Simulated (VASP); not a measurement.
# Te2Mo in VASP: relaxation of the atoms with r2SCAN

Aim: the relaxation of the atoms of Te2Mo with r2SCAN.

All numbers are computed with VASP 6.6.1; they aren't measurements. Logs are shortened: lines on timing, memory, paths and dates and some standing lists are left out, and cuts for length are marked.

## Step 1: The cell of the first run

The cell holds a slab with vacuum, 3 atoms: a = 3.668 Å, b = 3.668 Å, c = 18.050 Å, α = 90.00°, β = 90.00°, γ = 120.00°.

## Step 2: Relaxation of the atoms, r2SCAN (equal strain along all axes, cell held: +3.0 %)

Input file POSCAR:

```
Te2Mo
1.0
    3.6680938617      0.0000000000      0.0000000000
   -1.8340469308      3.1766624677      0.0000000000
    0.0000000000      0.0000000000     18.0495141989
Te Mo
2 1
Direct
    0.3333333333      0.6666666667      0.9004884356
    0.3333333333      0.6666666667      0.0995115644
    0.0000000000      0.0000000000      0.0000000000
```

Input file INCAR.step1:

```
ALGO = Normal
EDIFF = 1E-4
ENCUT = 520
GGA = PE
ISMEAR = 0
KPAR = 2
LASPH = T
LCHARG = F
LREAL = F
LWAVE = T
NELM = 80
PREC = Accurate
SIGMA = 0.02
```

Input file INCAR.step2:

```
ALGO = Normal
EDIFF = 1E-6
EDIFFG = -0.008
ENCUT = 520
IBRION = 2
ISIF = 2
ISMEAR = 0
ISTART = 1
KPAR = 2
LASPH = T
LCHARG = F
LMIXTAU = T
LREAL = F
LWAVE = F
METAGGA = R2SCAN
NELM = 80
NSW = 60
PREC = Accurate
SIGMA = 0.02
```

Input file KPOINTS:

```
k-points
0
Gamma
  12 12 2
```

Potentials or basis: VASP PAW PBE potentials, release 64 (Te, Mo_sv).

The run is started by

```
cat potpaw_PBE.64/Te/POTCAR potpaw_PBE.64/Mo_sv/POTCAR > POTCAR
cp INCAR.step1 INCAR
mpirun -np 2 vasp_std > vasp.out
cp INCAR.step2 INCAR
mpirun -np 2 vasp_std > vasp.out
```

OUTCAR:

```text
EDIFF = 1E-6
   EDIFFG = -0.008
   ENCUT = 520
   IBRION = 2
   ISIF = 2
   ISMEAR = 0
   ISTART = 1
   LASPH = T
   LREAL = F
   METAGGA = R2SCAN
   NELM = 80
   NSW = 60
   PREC = Accurate

 ion  position               nearest neighbor table
   1  0.333  0.667  0.900-   3 2.78   3 2.78   3 2.78   2 3.59
   2  0.333  0.667  0.100-   3 2.78   3 2.78   3 2.78   1 3.59
   3  0.000  0.000  0.000-   1 2.78   2 2.78   1 2.78   2 2.78   1 2.78   2 2.78

  LATTYP: Found a hexagonal cell.
 ALAT       =     3.6680938617
 C/A-ratio  =     4.9206794808

  Lattice vectors:

 A1 = (   3.6680938617,   0.0000000000,   0.0000000000)
 A2 = (  -1.8340469308,   3.1766624677,   0.0000000000)
 A3 = (   0.0000000000,   0.0000000000,  18.0495141989)

Analysis of symmetry for initial positions (statically):
=====================================================================
 Subroutine PRICEL returns:
 Original cell was already a primitive cell.

 Routine SETGRP: Setting up the symmetry group for a
 hexagonal supercell.

 Subroutine GETGRP returns: Found 12 space group operations
 (whereof 12 operations were pure point group operations)
 out of a pool of 24 trial point group operations.

The static configuration has the point symmetry D_3h.

Analysis of symmetry for dynamics (positions and initial velocities):
=====================================================================
 Subroutine PRICEL returns:
 Original cell was already a primitive cell.

 Routine SETGRP: Setting up the symmetry group for a
 hexagonal supercell.

 Subroutine GETGRP returns: Found 12 space group operations
 (whereof 12 operations were pure point group operations)
 out of a pool of 24 trial point group operations.

The dynamic configuration has the point symmetry D_3h.

 Subroutine INISYM returns: Found 12 space group operations
 (whereof 12 operations are pure point group operations),
 and found     1 'primitive' translations

----------------------------------------------------------------------------------------

                                     Primitive cell

  volume of cell :     210.3183

  direct lattice vectors                    reciprocal lattice vectors
     3.668093862  0.000000000  0.000000000     0.272621159  0.157397900  0.000000000
    -1.834046931  3.176662468  0.000000000     0.000000000  0.314795799  0.000000000
     0.000000000  0.000000000 18.049514199     0.000000000  0.000000000  0.055403153

  length of vectors
     3.668093862  3.668093862 18.049514199     0.314795799  0.314795799  0.055403153

  position of ions in fractional coordinates (direct lattice)
     0.333333333  0.666666667  0.900488436
     0.333333333  0.666666667  0.099511564
     0.000000000  0.000000000  0.000000000

  ion indices of the primitive-cell ions
   primitive index   ion index
                 1           1
                 2           2
                 3           3

----------------------------------------------------------------------------------------

 KPOINTS: k-points

Automatic generation of k-mesh.
 Grid dimensions read from file:
 generate k-points for:   12   12    2

 Generating k-lattice:

  Cartesian coordinates                     Fractional coordinates (reciprocal lattice)
     0.022718430  0.013116492  0.000000000     0.083333333  0.000000000  0.000000000
     0.000000000  0.026232983  0.000000000     0.000000000  0.083333333  0.000000000
     0.000000000  0.000000000  0.027701577     0.000000000  0.000000000  0.500000000

  Length of vectors
     0.026232983  0.026232983  0.027701577

  Shift w.r.t. Gamma in fractional coordinates (k-lattice)
     0.000000000  0.000000000  0.000000000

 Subroutine IBZKPT returns following result:
 ===========================================

 Found     38 irreducible k-points:

 Following reciprocal coordinates:
            Coordinates               Weight
  0.000000  0.000000  0.000000      1.000000
  0.083333 -0.000000  0.000000      6.000000
  0.166667 -0.000000  0.000000      6.000000
  0.250000 -0.000000  0.000000      6.000000
  0.333333 -0.000000  0.000000      6.000000
  0.416667 -0.000000  0.000000      6.000000
[... 16 lines left out ...]
  0.250000 -0.000000  0.500000      6.000000
  0.333333 -0.000000  0.500000      6.000000
 [... further k-points ...]
   k-points           NKPTS =     38   k-points in BZ     NKDIM =     38   number of bands    NBANDS=     17
   number of dos      NEDOS =    301   number of ions     NIONS =      3
   total plane-waves  NPLWV = 109760
   dimension x,y,z NGX =    28 NGY =   28 NGZ =  140
   dimension x,y,z NGXF=    56 NGYF=   56 NGZF=  280
   ions per type =               2   1
   NGX,Y,Z   is equivalent  to a cutoff of  12.69, 12.69, 12.89 a.u.
   NGXF,Y,Z  is equivalent  to a cutoff of  25.38, 25.38, 25.79 a.u.
 SYSTEM =  unknown system
   PREC   = accura    normal or accurate (medium, high low for compatibility)
   ISTART =      1    job   : 0-new  1-cont  2-samecut
   ICHARG =      0    charge: 1-file 2-atom 10-const
   ISPIN  =      1    spin polarized calculation?
   LNONCOLLINEAR =      F non collinear calculations
   LSORBIT =      F    spin-orbit coupling
   LASPH  =      T    aspherical Exc in radial PAW
   ENCUT  =  520.0 eV  38.22 Ry    6.18 a.u.   6.82  6.82 33.56*2*pi/ulx,y,z
   NELM   =     80;   NELMIN=  2; NELMDL=  0     # of ELM steps
   EDIFF  = 0.1E-05   stopping-criterion for ELM
   LREAL  =      F    real-space projection
   EDIFFG = -.8E-02   stopping-criterion for IOM
   NSW    =     60    number of steps for IOM
   IBRION =      2    ionic relax: 0-MD 1-quasi-New 2-CG
   NFREE  =      1    steps in history (QN), initial steepest desc. (CG)
   ISIF   =      2    stress and relaxation
   ISYM   =      2    0-nonsym 1-usesym 2-fastsym
   POTIM  = 0.5000    time-step for ionic-motion
   TEBEG  =    0.0;   TEEND  =   0.0 temperature during run
   PSTRESS=    0.0 pullay stress
   NELECT =      26.0000    total number of electrons
   NUPDOWN=      -1.0000    fix difference up-down
   EMIN   =  10.00;   EMAX   =-10.00  energy-range for DOS
   EFERMI =   0.00;   METHOD = LEGACY
   ISMEAR =     0;   SIGMA  =   0.02  broadening in eV -4-tet -1-fermi 0-gaus
   EFERMI_NEDOS =   21; number of points for ismear=-14 and -15
   IALGO  =     38    algorithm
   IMIX   =      4    mixing-type and parameters
     AMIX     =   0.40;   BMIX     =  1.00
     AMIX_MAG =   1.60;   BMIX_MAG =  1.00
  volume/ion in A,a.u.               =      70.11       473.10
  Fermi-wavevector in a.u.,A,eV,Ry     =   0.815531  1.541129  9.049101  0.665090
  Thomas-Fermi vector in A             =   1.925635
   LORBIT       =      0    0 simple, 1 ext, 2 COOP (PROOUT), +10 PAW based schemes
   METAGGA = R2SCAN    functional components
   LHFCALC =     F    Hartree Fock is set to
   AEXX    =    0.0000 exact exchange contribution
   IVDW    =     0    specifies the selected vdW correction
   LEPSILON=     F    determine dielectric tensor
   LRPA    =     F    only Hartree local field effects (RPA)
 conjugate gradient relaxation of ions
 non-spin polarized calculation
 Gauss-broadening in eV      SIGMA  =   0.02
  energy-cutoff  :      520.00
  volume of cell :      210.32
 maximum number of plane-waves:      5698
 NGX is ok and might be reduce to    28
   NGX = 13   NGY = 13   NGZ = 67

--------------------------------------- Ionic step        1  -------------------------------------------

 number of electron      26.0000000 magnetization

 Free energy of the ion-electron system (eV)
  ---------------------------------------------------
  ext. energy  EPLUGINS =         0.00000000
  ---------------------------------------------------
  free energy    TOTEN  =       -77.68536713 eV

  energy without entropy =      -77.68536713  energy(sigma->0) =      -77.68536713

------------------------ aborting loop because EDIFF is reached ----------------------------------------

  FORCE on cell =-STRESS in cart. coord.  units (eV):
  Direction    XX          YY          ZZ          XY          YZ          ZX
  --------------------------------------------------------------------------------------
  -------------------------------------------------------------------------------------
  Total       -2.7616771     -2.7616771     -1.9975296     -0.0000000      0.0000000      0.0000000
  in kB      -21.0380970    -21.0380970    -15.2169204     -0.0000000      0.0000000      0.0000000
  external PRESSURE =     -19.0977048 kB  Pullay stress =       0.0000000 kB

 VOLUME and BASIS-vectors are now :
 -----------------------------------------------------------------------------
  energy-cutoff  :      520.00
  volume of cell :      210.32
      direct lattice vectors                 reciprocal lattice vectors
     3.668093862  0.000000000  0.000000000     0.272621159  0.157397900  0.000000000
    -1.834046931  3.176662468  0.000000000     0.000000000  0.314795799  0.000000000
     0.000000000  0.000000000 18.049514199     0.000000000  0.000000000  0.055403153
[... 38 lines left out ...]
 POSITION                                       TOTAL-FORCE (eV/Angst)
 -----------------------------------------------------------------------------------
     -0.00000      2.11777     16.27995         0.000000      0.000000      0.204088
     -0.00000      2.11777      1.76957         0.000000     -0.000000     -0.204088
      1.83405      3.17666     18.04951        -0.000000      0.000000      0.000000
 -----------------------------------------------------------------------------------
    total drift:                                0.000001     -0.000001      0.000000

  FREE ENERGIE OF THE ION-ELECTRON SYSTEM (eV)
  ---------------------------------------------------
  free  energy   TOTEN  =       -77.7056010318 eV

  energy  without entropy=      -77.7056010318  energy(sigma->0) =      -77.70560103

--------------------------------------- Ionic step        3  -------------------------------------------

 number of electron      26.0000000 magnetization

 Free energy of the ion-electron system (eV)
  ---------------------------------------------------
  ext. energy  EPLUGINS =         0.00000000
  ---------------------------------------------------
  free energy    TOTEN  =       -77.70868106 eV

  energy without entropy =      -77.70868106  energy(sigma->0) =      -77.70868106

 E-fermi :  -0.4750     XC(G=0):  -4.4795

 val. band max:       -0.5644393684   @ k =   0.3333   0.3333   0.5000
 cond. band min:       0.3391251079   @ k =   0.3333   0.3333   0.0000
 fundamental gap:      0.9035644763
 Fermi energy:        -0.4750012145

 k-point     1 :       0.0000    0.0000    0.0000
  band No.  band energies     occupation
      1     -63.2285      2.00000
      2     -36.5869      2.00000
      3     -36.5819      2.00000
      4     -36.5819      2.00000
      5     -13.3374      2.00000
      6     -12.2089      2.00000
[... 9 lines left out ...]
     16       2.6857      0.00000
     17       2.6857      0.00000
[... 441 lines left out ...]
 k-point    24 :       0.3333   -0.0000    0.5000
  band No.  band energies     occupation
      1     -63.2239      2.00000
      2     -36.6501      2.00000
      3     -36.5978      2.00000
      4     -36.5713      2.00000
      5     -12.1721      2.00000
      6     -11.4629      2.00000
[... 9 lines left out ...]
     16       2.2677      0.00000
     17       3.0869      0.00000

 [... further k-points ...]

------------------------ aborting loop because EDIFF is reached ----------------------------------------

  FORCE on cell =-STRESS in cart. coord.  units (eV):
  Direction    XX          YY          ZZ          XY          YZ          ZX
  --------------------------------------------------------------------------------------
  -------------------------------------------------------------------------------------
  Total       -2.1226068     -2.1226068     -0.0296581     -0.0000000     -0.0000000     -0.0000000
  in kB      -16.1697428    -16.1697428     -0.2259319     -0.0000000     -0.0000000     -0.0000000
  external PRESSURE =     -10.8551392 kB  Pullay stress =       0.0000000 kB

 VOLUME and BASIS-vectors are now :
 -----------------------------------------------------------------------------
  energy-cutoff  :      520.00
  volume of cell :      210.32
      direct lattice vectors                 reciprocal lattice vectors
     3.668093862  0.000000000  0.000000000     0.272621159  0.157397900  0.000000000
    -1.834046931  3.176662468  0.000000000     0.000000000  0.314795799  0.000000000
     0.000000000  0.000000000 18.049514199     0.000000000  0.000000000  0.055403153

 POSITION                                       TOTAL-FORCE (eV/Angst)
 -----------------------------------------------------------------------------------
     -0.00000      2.11777     16.29429        -0.000000     -0.000000      0.006159
     -0.00000      2.11777      1.75522         0.000000      0.000000     -0.006159
      0.00000      0.00000      0.00000         0.000000      0.000000      0.000000
 -----------------------------------------------------------------------------------
    total drift:                               -0.000001      0.000001     -0.000000

  FREE ENERGIE OF THE ION-ELECTRON SYSTEM (eV)
  ---------------------------------------------------
  free  energy   TOTEN  =       -77.7086810640 eV

  energy  without entropy=      -77.7086810640  energy(sigma->0) =      -77.70868106

 reached required accuracy - stopping structural energy minimisation
```

It took 8 min on 2 MPI ranks of Intel Xeon 6975P-C (Granite Rapids), shared host; peak memory 0.45 GiB.

What came out:

```yaml
Free_energy: -77.7087 eV
Energy_gained_by_relaxing: 7.8 meV/atom
Ionic_steps: 3
Largest_force_after_relaxing: 0.006 eV/Å
Band_gap_on_the_k_mesh: 0.90 eV
```

Forces on the atoms (eV/Å):
```
Te   0.000  0.000  0.006
Te   0.000  0.000 -0.006
Mo   0.000  0.000  0.000
```

Step by step:
```tsv
step	energy change (eV)	largest force (eV/Å)	pressure (GPa)
1	0.0000	0.5507	-1.91
2	-0.0202	0.2041	-1.38
3	-0.0233	0.0062	-1.09
```

Final structure:
```xyz
3
Lattice="3.6681 0.0000 0.0000 -1.8340 3.1767 0.0000 0.0000 0.0000 18.0495" Properties=species:S:1:pos:R:3 pbc="T T T"
Te    0.0000    2.1178   16.2943
Te    0.0000    2.1178    1.7552
Mo    0.0000    0.0000    0.0000
```

Levels at points of the mesh, in eV from the valence-band top:
| k point | band 9 | band 10 | band 11 | band 12 | band 13 | band 14 | band 15 | band 16 | band 17 |
| --- | --- | --- | --- | --- | --- | --- | --- | --- | --- |
| (0.00, 0.00, 0.00) | -1.95 | -1.33 | -1.11 | -1.11 | -0.09 | 2.92 | 2.92 | 3.25 | 3.25 |
| (0.50, 0.00, 0.00) | -3.38 | -2.47 | -1.40 | -0.69 | -0.60 | 1.30 | 1.67 | 3.50 | 3.77 |
| (0.00, 0.00, 0.50) | -1.95 | -1.33 | -1.11 | -1.11 | -0.09 | 2.92 | 2.92 | 3.25 | 3.25 |
| (0.50, 0.00, 0.50) | -3.38 | -2.47 | -1.40 | -0.69 | -0.60 | 1.30 | 1.67 | 3.50 | 3.77 |

Caveat: the cell differs from its parent crystal (equal strain along all axes, cell held: +3.0 %); there is no dipole correction, which matters where the two faces differ; the PAW data sets were made with another functional, which shifts forces and pressure a little; spin-orbit coupling is left out, which moves the levels of the heavy elements.
